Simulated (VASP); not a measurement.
Here is a VASP 6.6.1 calculation.

The input INCAR:

```
SYSTEM = IrAu
ALGO = Normal ; EDIFF = 1E-7
ENCUT = 520 ; GGA = PE
ISIF = 2 ; ISMEAR = 0
LASPH = .True. ; LCHARG = .True.
LELF = .True. ; LREAL = .False.
LVHAR = .True. ; LWAVE = .False.
NBANDS = 28 ; NELM = 60
PREC = Accurate ; SIGMA = 0.1
```

KPOINTS

```
k-points
0
Gamma
  6 6 4
  0 0 0
```

The input POSCAR:

```
IrAu
1.0
    2.8159640227      0.0000000000      0.0000000000
   -1.4079820113      2.4386963798      0.0000000000
    0.0000000000      0.0000000000      9.3881519185
Ir Au
2 2
Direct
    0.3333333333      0.6666666667      0.2500000000
    0.6666666667      0.3333333333      0.7500000000
    0.0000000000      0.0000000000      0.0000000000
    0.0000000000      0.0000000000      0.5000000000
```

Potentials or basis: VASP PAW PBE potentials, release 64 (Ir, Au).

The run is started by

```sh
$ cat potpaw_PBE.64/Ir/POTCAR potpaw_PBE.64/Au/POTCAR > POTCAR
$ mpirun -np 1 vasp_std > vasp.out
```

**Question.** Predict the band gap on the k mesh.

**Answer.** Zero (band 20 reaches 10.27 eV, above the bottom of band 21 at 8.71 eV).

**Question.** What does it give for the pressure?

**Answer.** -0.1 GPa.

Stress tensor (GPa, compression positive):
```
-0.07  0.00  0.00
 0.00 -0.07  0.00
 0.00  0.00 -0.28
```

Caveat: the k points lie up to 0.43 Å⁻¹ apart; spin-orbit coupling is left out, which moves the levels of the heavy elements.
